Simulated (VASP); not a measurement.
Here is a VASP 6.6.1 calculation.

The input INCAR:

```
PREC = Accurate
ENCUT = 600
EDIFF = 1E-6
ISMEAR = -1
SIGMA = 0.05
LREAL = F
LASPH = T
NELM = 200
ALGO = Normal
ISIF = 2
LWAVE = F
LCHARG = F
ISPIN = 2
MAGMOM = 3 0
LORBIT = 11
LMAXMIX = 4
GGA = PE
NBANDS = 22
GGA_COMPAT = F
```

Contents of KPOINTS:

```
Automatic mesh
0
Gamma
  10 10 10
```

POSCAR

```
FeO
1.0
    2.5949357485      0.0000000000      0.0000000000
    0.0000000000      2.5949357485      0.0000000000
    0.0000000000      0.0000000000      2.5949357485
Fe O
1 1
Direct
    0.0000000000      0.0000000000      0.0000000000
    0.5000000000      0.5000000000      0.5000000000
```

Potentials or basis: VASP PAW PBE potentials, release 64 (Fe_sv, O).

Launch:

```sh
$ cat potpaw_PBE.64/Fe_sv/POTCAR potpaw_PBE.64/O/POTCAR > POTCAR
$ mpirun -np 1 vasp_std > vasp.out
```

Task: What does it give for the band gap on the k mesh?

Result: Zero (filled and empty bands overlap).

Task: What does it give for the pressure?

Result: 11.7 GPa.

Task: Predict the site moments.

Result: Fe +3.40; O +0.37 μB.

Caveat: a cell with one magnetic atom can't hold antiferromagnetic order, which such compounds often take; semilocal functionals often make such compounds metallic where correlation or magnetic order opens a gap, which also shifts bond lengths. With open d or f shells a metallic result of PBE can be an artefact of self-interaction; +U or a hybrid may open a gap.
